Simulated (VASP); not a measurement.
A run of VASP 6.6.1 is set up as follows.

INCAR

```
ALGO = Normal
EDIFF = 1E-7
ENCUT = 520
GGA = PE
ISIF = 2
ISMEAR = 0
LASPH = True
LCHARG = False
LREAL = False
LWAVE = False
NBANDS = 41
NELM = 100
PREC = Accurate
SIGMA = 0.1
```

KPOINTS

```
k-points
0
Gamma
  4 4 4
```

POSCAR

```
Zn3InN3
1.0
    4.6690763600      0.0000000000      0.0000000000
    0.0000000000      4.6690763600      0.0000000000
    0.0000000000      0.0000000000      4.6690763600
Zn In N
3 1 3
Direct
    0.5000000000      0.5000000000      0.0000000000
    0.0000000000      0.5000000000      0.5000000000
    0.5000000000      0.0000000000      0.5000000000
    0.5000000000      0.5000000000      0.5000000000
    0.5000000000      0.0000000000      0.0000000000
    0.0000000000      0.5000000000      0.0000000000
    0.0000000000      0.0000000000      0.5000000000
```

Potentials or basis: VASP PAW PBE potentials, release 64 (Zn, In_d, N).

Command:

```console
$ cat potpaw_PBE.64/Zn/POTCAR potpaw_PBE.64/In_d/POTCAR potpaw_PBE.64/N/POTCAR > POTCAR
$ mpirun -np 1 vasp_std > vasp.out
```

What does it give for the pressure?

8.4 GPa.

What does it give for the band gap on the k mesh?

Zero (bands 32 and 33 overlap by 0.56 eV).

Caveat: the cell stands under pressure; spin-orbit coupling is left out, which moves the levels of the heavy elements.
